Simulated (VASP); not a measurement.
A run of VASP 6.6.1:

File INCAR:

```
SYSTEM = SrO
ALGO = Normal
EDIFF = 1E-8
ENCUT = 520
GGA = CA
ISIF = 2
ISMEAR = -1
LASPH = .TRUE.
LCHARG = .FALSE.
LEFG = .TRUE.
LREAL = .FALSE.
LWAVE = .FALSE.
NBANDS = 15
NELM = 60
PREC = Accurate
SIGMA = 0.02
```

KPOINTS

```
k-points
0
G
  8 8 8
  0 0 0
```

POSCAR

```
SrO
1.0
    0.0000000000      2.5612052870      2.5612052870
    2.5612052870      0.0000000000      2.5612052870
    2.5612052870      2.5612052870      0.0000000000
Sr O
1 1
Direct
    0.0000000000      0.0000000000      0.0000000000
    0.5000000000      0.5000000000      0.5000000000
```

Potentials or basis: VASP PAW LDA potentials, release 64 (Sr_sv, O).

Command:

```bash
$ cat potpaw_LDA.64/Sr_sv/POTCAR potpaw_LDA.64/O/POTCAR > POTCAR
$ mpirun -np 1 vasp_std > vasp.out
```

Hardware: 1 thread of Intel Xeon 6975P-C, with other jobs on the host.

Problem. Estimate the wall time of this run.

Solution. Wall time 11 s on 1 thread of Intel Xeon 6975P-C, on a shared host, peak memory 0.15 GiB. Counts: scf iterations 14, k points 29.
